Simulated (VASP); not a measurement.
# Na (Pmmn) in VASP: a series of runs, part 2 of 2

VASP 6.6.1. Earlier steps stand in the parts before.

## Step 3: Single point, PBEsol (atoms displaced along a vibrational mode, the cell strained)

The input, INCAR:

```
PREC = Accurate ; ENCUT = 520
EDIFF = 1E-7 ; ISMEAR = 0
SIGMA = 0.15 ; LREAL = F
LASPH = T ; NELM = 100
ALGO = Fast ; ISIF = 2
LWAVE = F ; LCHARG = F
GGA = PS ; NBANDS = 14
```

The input, KPOINTS:

```
regular mesh
0
Gamma
  12 12 10
```

The input, POSCAR:

```
Na
1.0
    0.0000000000     -3.8203225084      0.0000000000
   -3.8203225084      0.0000000000      0.0000000000
    0.0000000000      0.0000000000     -5.3547884087
Na
2
Direct
    0.5000000000      0.5547335989      0.5000000000
    0.0000000000     -0.0547335989      0.0000000000
```

Potentials or basis: VASP PAW PBE potentials, release 64 (Na_pv).

The run is started by

```bash
$ cat potpaw_PBE.64/Na_pv/POTCAR > POTCAR
$ mpirun -np 1 vasp_std > vasp.out
```

OUTCAR:

```text
PREC = Accurate
   ENCUT = 520
   EDIFF = 1E-7
   ISMEAR = 0
   LREAL = F
   LASPH = T
   NELM = 100
   ISIF = 2
   GGA = PS

 ion  position               nearest neighbor table
   1  0.500  0.555  0.500-
   2  0.000  0.945  0.000-

  LATTYP: Found a simple tetragonal cell.
 ALAT       =     3.8203225084
 C/A-ratio  =     1.4016587335

  Lattice vectors:

 A1 = (   0.0000000000,  -3.8203225084,   0.0000000000)
 A2 = (  -3.8203225084,   0.0000000000,   0.0000000000)
 A3 = (   0.0000000000,   0.0000000000,  -5.3547884087)

Analysis of symmetry for initial positions (statically):
=====================================================================
 Subroutine PRICEL returns:
 Original cell was already a primitive cell.

 Routine SETGRP: Setting up the symmetry group for a
 simple tetragonal supercell.

 Subroutine GETGRP returns: Found  8 space group operations
 (whereof  4 operations were pure point group operations)
 out of a pool of 16 trial point group operations.

The static configuration has the point symmetry C_2v.
 The point group associated with its full space group is D_2h.

Analysis of symmetry for dynamics (positions and initial velocities):
=====================================================================
 Subroutine PRICEL returns:
 Original cell was already a primitive cell.

 Routine SETGRP: Setting up the symmetry group for a
 simple tetragonal supercell.

 Subroutine GETGRP returns: Found  8 space group operations
 (whereof  4 operations were pure point group operations)
 out of a pool of 16 trial point group operations.

The dynamic configuration has the point symmetry C_2v.
 The point group associated with its full space group is D_2h.

 Subroutine INISYM returns: Found  8 space group operations
 (whereof  4 operations are pure point group operations),
 and found     1 'primitive' translations

----------------------------------------------------------------------------------------

                                     Primitive cell

  volume of cell :      78.1524

  direct lattice vectors                    reciprocal lattice vectors
     0.000000000 -3.820322508  0.000000000     0.000000000 -0.261758005  0.000000000
    -3.820322508  0.000000000  0.000000000    -0.261758005  0.000000000  0.000000000
     0.000000000  0.000000000 -5.354788409     0.000000000  0.000000000 -0.186748742

  length of vectors
     3.820322508  3.820322508  5.354788409     0.261758005  0.261758005  0.186748742

  position of ions in fractional coordinates (direct lattice)
     0.500000000  0.554733599  0.500000000
     0.000000000  0.945266401  0.000000000

  ion indices of the primitive-cell ions
   primitive index   ion index
                 1           1
                 2           2

----------------------------------------------------------------------------------------

 KPOINTS: regular mesh

Automatic generation of k-mesh.
 Grid dimensions read from file:
 generate k-points for:   12   12   10

 Generating k-lattice:

  Cartesian coordinates                     Fractional coordinates (reciprocal lattice)
     0.000000000 -0.021813167  0.000000000     0.083333333  0.000000000  0.000000000
    -0.021813167  0.000000000  0.000000000     0.000000000  0.083333333  0.000000000
     0.000000000  0.000000000 -0.018674874     0.000000000  0.000000000  0.100000000

  Length of vectors
     0.021813167  0.021813167  0.018674874

  Shift w.r.t. Gamma in fractional coordinates (k-lattice)
     0.000000000  0.000000000  0.000000000

 Subroutine IBZKPT returns following result:
 ===========================================

 Found    294 irreducible k-points:

 Following reciprocal coordinates:
            Coordinates               Weight
  0.000000  0.000000  0.000000      1.000000
  0.083333  0.000000  0.000000      2.000000
  0.000000  0.083333  0.000000      2.000000
  0.166667  0.000000  0.000000      2.000000
  0.000000  0.166667  0.000000      2.000000
  0.250000  0.000000  0.000000      2.000000
[... 16 lines left out ...]
  0.500000  0.083333  0.000000      2.000000
 -0.083333  0.500000  0.000000      2.000000
 [... further k-points ...]
   k-points           NKPTS =    294   k-points in BZ     NKDIM =    294   number of bands    NBANDS=     14
   number of dos      NEDOS =    301   number of ions     NIONS =      2
   total plane-waves  NPLWV =  31360
   dimension x,y,z NGX =    28 NGY =   28 NGZ =   40
   dimension x,y,z NGXF=    56 NGYF=   56 NGZF=   80
   ions per type =               2
   NGX,Y,Z   is equivalent  to a cutoff of  12.18, 12.18, 12.42 a.u.
   NGXF,Y,Z  is equivalent  to a cutoff of  24.37, 24.37, 24.84 a.u.
 SYSTEM =  unknown system
   PREC   = accura    normal or accurate (medium, high low for compatibility)
   ISTART =      0    job   : 0-new  1-cont  2-samecut
   ICHARG =      2    charge: 1-file 2-atom 10-const
   ISPIN  =      1    spin polarized calculation?
   LNONCOLLINEAR =      F non collinear calculations
   LSORBIT =      F    spin-orbit coupling
   LASPH  =      T    aspherical Exc in radial PAW
   ENCUT  =  520.0 eV  38.22 Ry    6.18 a.u.   7.10  7.10  9.96*2*pi/ulx,y,z
   NELM   =    100;   NELMIN=  2; NELMDL= -5     # of ELM steps
   EDIFF  = 0.1E-06   stopping-criterion for ELM
   LREAL  =      F    real-space projection
   EDIFFG = 0.1E-05   stopping-criterion for IOM
   NSW    =      0    number of steps for IOM
   IBRION =     -1    ionic relax: 0-MD 1-quasi-New 2-CG
   NFREE  =      0    steps in history (QN), initial steepest desc. (CG)
   ISIF   =      2    stress and relaxation
   ISYM   =      2    0-nonsym 1-usesym 2-fastsym
   POTIM  = 0.5000    time-step for ionic-motion
   TEBEG  =    0.0;   TEEND  =   0.0 temperature during run
   PSTRESS=    0.0 pullay stress
   NELECT =      14.0000    total number of electrons
   NUPDOWN=      -1.0000    fix difference up-down
   EMIN   =  10.00;   EMAX   =-10.00  energy-range for DOS
   EFERMI =   0.00;   METHOD = LEGACY
   ISMEAR =     0;   SIGMA  =   0.15  broadening in eV -4-tet -1-fermi 0-gaus
   EFERMI_NEDOS =   21; number of points for ismear=-14 and -15
   IALGO  =     68    algorithm
   IMIX   =      4    mixing-type and parameters
     AMIX     =   0.40;   BMIX     =  1.00
     AMIX_MAG =   1.60;   BMIX_MAG =  1.00
  volume/ion in A,a.u.               =      39.08       263.70
  Fermi-wavevector in a.u.,A,eV,Ry     =   0.922862  1.743956 11.587730  0.851674
  Thomas-Fermi vector in A             =   2.048435
   LORBIT       =      0    0 simple, 1 ext, 2 COOP (PROOUT), +10 PAW based schemes
   GGA     = PS    functional components
   LHFCALC =     F    Hartree Fock is set to
   AEXX    =    0.0000 exact exchange contribution
   IVDW    =     0    specifies the selected vdW correction
   LEPSILON=     F    determine dielectric tensor
   LRPA    =     F    only Hartree local field effects (RPA)
 non-spin polarized calculation
 RMM-DIIS sequential band-by-band and
 Gauss-broadening in eV      SIGMA  =   0.15
  energy-cutoff  :      520.00
  volume of cell :       78.15
 maximum number of plane-waves:      2124
   NGX = 15   NGY = 15   NGZ = 19

 number of electron      13.9999986 magnetization

 Free energy of the ion-electron system (eV)
  ---------------------------------------------------
  ext. energy  EPLUGINS =         0.00000000
  ---------------------------------------------------
  free energy    TOTEN  =        -2.76804585 eV

  energy without entropy =       -2.75664414  energy(sigma->0) =       -2.76234500

 E-fermi :   0.1569     XC(G=0):  -6.3617

 val. band max:        0.1453853923   @ k =   0.4167   0.3333   0.2000
 cond. band min:       0.1661500011   @ k =   0.4167   0.0833   0.5000
 fundamental gap:      0.0207646088
 Fermi energy:         0.1569371143

 k-point     1 :       0.0000    0.0000    0.0000
  band No.  band energies     occupation
      1     -24.7111      2.00000
      2     -24.6910      2.00000
      3     -24.6875      2.00000
      4     -24.6784      2.00000
      5     -24.6779      2.00000
      6     -24.6776      2.00000
      7      -3.0081      2.00000
      8       1.9182      0.00000
      9       2.4720      0.00000
     10       6.2545      0.00000
     11       6.9650      0.00000
     12       6.9750      0.00000
     13       8.6573      0.00000
     14      11.0531      0.00000
[... 375 lines left out ...]
 k-point    24 :      -0.0833    0.5000    0.0000
  band No.  band energies     occupation
      1     -24.7028      2.00000
      2     -24.6983      2.00000
      3     -24.6982      2.00000
      4     -24.6876      2.00000
      5     -24.6832      2.00000
      6     -24.6797      2.00000
      7      -0.3987      2.00000
      8      -0.2808      1.99996
      9       4.2250      0.00000
     10       4.4510      0.00000
     11       5.1546      0.00000
     12       5.1628      0.00000
     13       8.0124      0.00000
     14       8.1643      0.00000

 [... further k-points ...]
[... 5 lines left out ...]
  --------------------------------------------------------------------------------------
  -------------------------------------------------------------------------------------
  Total       -0.3090832     -0.1811942     -0.1381774      0.0000000      0.0000000      0.0000000
  in kB       -6.3364149     -3.7146031     -2.8327306      0.0000000      0.0000000      0.0000000
  external PRESSURE =      -4.2945829 kB  Pullay stress =       0.0000000 kB

 VOLUME and BASIS-vectors are now :
 -----------------------------------------------------------------------------
  energy-cutoff  :      520.00
  volume of cell :       78.15
      direct lattice vectors                 reciprocal lattice vectors
     0.000000000 -3.820322508  0.000000000     0.000000000 -0.261758005  0.000000000
    -3.820322508  0.000000000  0.000000000    -0.261758005  0.000000000  0.000000000
     0.000000000  0.000000000 -5.354788409     0.000000000  0.000000000 -0.186748742

 POSITION                                       TOTAL-FORCE (eV/Angst)
 -----------------------------------------------------------------------------------
     -2.11926     -1.91016     -2.67739         0.134442      0.000000      0.000000
     -3.61122      0.00000      0.00000        -0.134442      0.000000      0.000000
 -----------------------------------------------------------------------------------
    total drift:                               -0.000000     -0.000000     -0.000000

  FREE ENERGIE OF THE ION-ELECTRON SYSTEM (eV)
  ---------------------------------------------------
  free  energy   TOTEN  =        -2.7680458508 eV

  energy  without entropy=       -2.7566441434  energy(sigma->0) =       -2.76234500
```

OSZICAR:

```text
N       E                     dE             d eps       ncg     rms          rms(c)
DAV:   1     0.935105288978E+02    0.93511E+02   -0.66738E+03  8232   0.101E+03
DAV:   2     0.104925713427E+01   -0.92461E+02   -0.91444E+02  8478   0.270E+02
DAV:   3    -0.271867509154E+01   -0.37679E+01   -0.37641E+01 10632   0.620E+01
DAV:   4    -0.277094860370E+01   -0.52274E-01   -0.52272E-01  8952   0.780E+00
DAV:   5    -0.277218656664E+01   -0.12380E-02   -0.12380E-02 10584   0.123E+00    0.325E-01
RMM:   6    -0.276901622108E+01    0.31703E-02   -0.42448E-03 10504   0.852E-01    0.198E-01
RMM:   7    -0.276809419545E+01    0.92203E-03   -0.38959E-03 10630   0.720E-01    0.652E-02
RMM:   8    -0.276802027207E+01    0.73923E-04   -0.78262E-04 10276   0.507E-01    0.657E-03
RMM:   9    -0.276804024536E+01   -0.19973E-04   -0.20324E-04 11932   0.171E-01    0.643E-03
RMM:  10    -0.276804355985E+01   -0.33145E-05   -0.55356E-05 11302   0.132E-01    0.409E-03
RMM:  11    -0.276804622872E+01   -0.26689E-05   -0.24586E-05 11228   0.596E-02    0.482E-03
RMM:  12    -0.276804542439E+01    0.80432E-06   -0.10648E-05 10764   0.576E-02    0.539E-04
RMM:  13    -0.276804583707E+01   -0.41268E-06   -0.42096E-06  9204   0.252E-02    0.864E-04
RMM:  14    -0.276804585085E+01   -0.13779E-07   -0.17236E-07  5600   0.499E-03
   1 F= -.27680459E+01 E0= -.27623450E+01  d E =-.114017E-01
```

It took 2.2 min on 1 thread of Intel Xeon 6975P-C (Granite Rapids), shared host; peak memory 0.34 GiB.

Results:

```
Free energy            : -2.7680 eV
Pressure               : -0.4 GPa
Largest force          : 0.134 eV/Å
Band gap on the k mesh : zero (bands 7 and 8 overlap by 4.62 eV)
```

Forces on the atoms (eV/Å):
```
Na   0.134  0.000  0.000
Na  -0.134  0.000  0.000
```

Stress tensor (GPa, compression positive):
```
-0.63  0.00  0.00
 0.00 -0.37  0.00
 0.00  0.00 -0.28
```

Caveat: the cell differs from its parent crystal (atoms displaced along a vibrational mode, the cell strained); the PAW data sets were made with another functional, which shifts forces and pressure a little.

## Step 4: Single point, PBEsol (atoms displaced along a vibrational mode, the cell strained)

The input, INCAR:

```
SYSTEM = Na
PREC = Accurate ; ENCUT = 520
EDIFF = 1E-6 ; ISMEAR = 0
SIGMA = 0.15 ; LREAL = .False.
LASPH = .True. ; NELM = 60
ALGO = Fast ; ISIF = 2
LWAVE = .False. ; LCHARG = .False.
GGA = PS ; NBANDS = 14
```

The input, KPOINTS:

```
Automatic mesh
0
Gamma
  12 12 10
  0 0 0
```

The input, POSCAR:

```
Na
1.0
    0.0000000000     -3.8203225084      0.0000000000
   -3.8203225084      0.0000000000      0.0000000000
    0.0000000000      0.0000000000     -5.3547884087
Na
2
Direct
    0.5000000000      0.6094671979      0.5000000000
    0.0000000000     -0.1094671979      0.0000000000
```

The run is started by

```bash
$ cat potpaw_PBE.64/Na_pv/POTCAR > POTCAR
$ mpirun -np 1 vasp_std > vasp.out
```

Run time: 1.7 min. Hardware: 1 thread of Intel Xeon 6975P-C (Granite Rapids), shared host; peak memory 0.34 GiB.

Results (log left out):

```yaml
Free_energy: -2.6932 eV
Pressure: -0.2 GPa
Largest_force: 0.211 eV/Å
Band_gap_on_the_k_mesh: zero (bands 7 and 8 overlap by 4.52 eV)
```

Forces on the atoms (eV/Å):
```
Na   0.211  0.000  0.000
Na  -0.211  0.000  0.000
```

Stress tensor (GPa, compression positive):
```
-0.97  0.00  0.00
 0.00 -0.02  0.00
 0.00  0.00  0.44
```

Levels at points of the mesh, in eV from the Fermi level:
```csv
k point,band 5,band 6,band 7,band 8,band 9,band 10
"(0.00, 0.00, 0.00)",-24.87,-24.87,-3.17,1.75,2.33,6.20
"(0.50, 0.00, 0.00)",-24.87,-24.87,-0.57,-0.57,4.09,4.09
"(0.00, 0.50, 0.00)",-24.87,-24.87,-0.68,-0.45,3.91,4.31
"(0.50, 0.50, 0.00)",-24.88,-24.88,1.72,1.72,2.16,2.16
"(0.00, 0.00, 0.50)",-24.87,-24.87,-1.83,-1.83,7.24,7.24
"(0.50, 0.00, 0.50)",-24.87,-24.87,0.53,0.53,0.94,0.94
"(0.00, 0.50, 0.50)",-24.88,-24.88,0.56,0.56,0.90,0.90
"(0.50, 0.50, 0.50)",-24.88,-24.88,2.69,2.69,3.00,3.00
```

Caveat: the cell differs from its parent crystal (atoms displaced along a vibrational mode, the cell strained); the PAW data sets were made with another functional, which shifts forces and pressure a little.

## Step 5: Summary

```tsv
cell	further INCAR settings	gap on the mesh (eV)	pressure (GPa)	largest force (eV/Å)
as given, atomic positions A	ALGO = Fast; EDIFF = 1e-06; NBANDS = 14	none	0.1	0.19
as given, atomic positions B	ALGO = Fast; EDIFF = 1e-07; NBANDS = 14	none	-0.4	0.13
as given, atomic positions C	ALGO = Fast; EDIFF = 1e-06; NBANDS = 14	none	-0.2	0.21
```

Alike in all rows: task single point; level PBEsol; potentials or basis VASP PAW PBE potentials, release 64 (Na_pv); no spin polarisation; k mesh 12 × 12 × 10; cutoff (eV) 520; smearing gaussian 0.15 eV.

Caveats: the PAW data sets were made with another functional, which shifts forces and pressure a little.

Total energies depend on the potentials used, so only differences within one code and one set of settings carry meaning.

The gap in the log of VASP goes by the Fermi energy; the results here count the filled bands.